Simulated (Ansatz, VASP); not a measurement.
# Two plane-wave programs on CdS

Contents of INCAR:

```
PREC = Accurate
ENCUT = 520
EDIFF = 1E-7
ISMEAR = 0
SIGMA = 0.15
LREAL = F
LASPH = T
NELM = 100
ALGO = Normal
ISIF = 2
LWAVE = F
LCHARG = F
GGA = CA
NBANDS = 16
```

KPOINTS

```
Automatic mesh
0
Gamma
  16 16 16
```

File POSCAR:

```
CdS
1.0
    0.0000000000      2.7119453400      2.8358413200
    2.7119453400      0.0000000000      2.8358413200
    2.7119453400      2.7119453400      0.0000000000
Cd S
1 1
Direct
    0.0000000000      0.0000000000      0.0000000000
    0.5000000000      0.5000000000      0.5000000000
```

Input for Ansatz:

```yaml
crystal:
  lattice:
    - [0.0, 2.71194534, 2.83584132]
    - [2.71194534, 0.0, 2.83584132]
    - [2.71194534, 2.71194534, 0.0]
  atoms:
    - { symbol: Cd, position: [0.0, 0.0, 0.0] }
    - { symbol: S, position: [0.5, 0.5, 0.5] }
basis:
  ecutwfc: 420
kpoints:
  mp_grid: { grid: [16, 16, 16] }
hamiltonian:
  xc: lda
scf:
  occupations: { method: gaussian, width: 0.15 }
output:
  forces: true
  stress: true
  eigenvalues: true
```

Change from the starting cell: strain -0.015 along x and y, +0.030 along z, atoms carried along.

Alike in both runs: task single point; functional LDA; k mesh 16 × 16 × 16; occupations gaussian, width 0.15 eV; no spin polarisation.

```csv
,VASP,Ansatz
version,VASP 6.6.1,Ansatz 0.2.0
potentials or method,"VASP PAW LDA potentials, release 64 (Cd, S), cutoff 520 eV","scalar-relativistic, plane waves, PAW"
valence electrons in the cell,18,26
```

```tsv
	VASP	Ansatz	Ansatz less VASP
gap on the k mesh at the Fermi level (eV)	none	none	-
pressure (GPa)	-6.1	-6.6	-0.50
traceless stress, the component that is largest in VASP (GPa)	-1.49	-1.36	+0.130
```

LDA's correlation is that of Perdew and Zunger in VASP and of Perdew and Wang (1992) in Ansatz. A gap of «none» marks a metal or a gap that the smearing closes. VASP's potentials hold 18 valence electrons a cell and Ansatz's 26, so a difference there can come from the potentials and not from the codes.
